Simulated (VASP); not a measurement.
A run of VASP 6.6.1:

File INCAR:

```
PREC = Accurate
ENCUT = 520
EDIFF = 1E-6
ISMEAR = -1
SIGMA = 0.02
LREAL = False
LASPH = True
NELM = 80
ALGO = Normal
ISIF = 2
LWAVE = False
LCHARG = False
LDIPOL = True
IDIPOL = 3
DIPOL = 0.5 0.5 0.500
GGA = PE
NBANDS = 11
```

File KPOINTS:

```
regular mesh
0
Gamma
  8 6 1
```

The input POSCAR:

```
SiC
1.0
    3.0969261060      0.0000000000      0.0000000000
    0.0000000000      4.3797149007      0.0000000000
    0.0000000000      0.0000000000     22.0000000000
Si C
1 1
Direct
    0.2500000000      0.1250000000      0.5000000000
    0.7500000000      0.8750000000      0.5000000000
```

Potentials or basis: VASP PAW PBE potentials, release 64 (Si, C).

The run is started by

```sh
$ cat potpaw_PBE.64/Si/POTCAR potpaw_PBE.64/C/POTCAR > POTCAR
$ mpirun -np 1 vasp_std > vasp.out
```

Hardware: 1 thread of Intel Xeon 8259CL (shared host).

**Question.** How long does it take, and how much memory?

**Answer.** Wall time 2.3 min on 1 thread of Intel Xeon 8259CL (shared host), peak memory 0.39 GiB. Counts: scf iterations 21, k points 20.
